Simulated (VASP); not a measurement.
A run of VASP 6.6.1:

Contents of POSCAR:

```
Ca2Sn2N
1.0
    3.3868747674      0.0000000000      0.0000000000
    0.0000000000      6.7033582396      0.0000000000
    0.0000000000      0.0000000000      5.1611860567
Ca Sn N
2 2 1
Direct
    0.0000000000      0.7613400258      0.9599037525
    0.0000000000      0.2386599742      0.9599037525
    0.5000000000      0.0000000000      0.4730295773
    0.5000000000      0.5000000000      0.4511519776
    0.5000000000      0.0000000000      0.8870488202
```

Contents of INCAR.step1:

```
ALGO = Normal
EDIFF = 1E-6
ENCUT = 520
GGA = PE
ISIF = 2
ISMEAR = 0
LASPH = T
LCHARG = T
LREAL = F
LWAVE = F
NBANDS = 34
NELM = 80
PREC = Accurate
SIGMA = 0.1
```

File KPOINTS.step1:

```
k-points
0
Gamma
  10 6 6
```

File INCAR.step2:

```
ALGO = Normal
EDIFF = 1E-6
ENCUT = 520
GGA = PE
ICHARG = 11
ISIF = 2
ISMEAR = -5
LASPH = T
LCHARG = F
LORBIT = 11
LREAL = F
LWAVE = F
NEDOS = 1001
NELM = 80
PREC = Accurate
SIGMA = 0.1
```

KPOINTS.step2

```
k-points
0
Gamma
  15 9 9
```

Potentials or basis: VASP PAW PBE potentials, release 64 (Ca_sv, Sn_d, N).

Run with:

```sh
$ cat potpaw_PBE.64/Ca_sv/POTCAR potpaw_PBE.64/Sn_d/POTCAR potpaw_PBE.64/N/POTCAR > POTCAR
$ cp INCAR.step1 INCAR
$ cp KPOINTS.step1 KPOINTS
$ mpirun -np 1 vasp_std > vasp.out
$ cp INCAR.step2 INCAR
$ cp KPOINTS.step2 KPOINTS
$ mpirun -np 1 vasp_std > vasp.out
```

Hardware: 1 thread of AMD EPYC 9R45 96-Core Processor (Zen 5), with other jobs on the host.

How long does it take, and how much memory?

Run time: 8.3 min on 1 thread of AMD EPYC 9R45 96-Core Processor (Zen 5) (shared host), peak memory 0.69 GiB. Counts: k points 200.
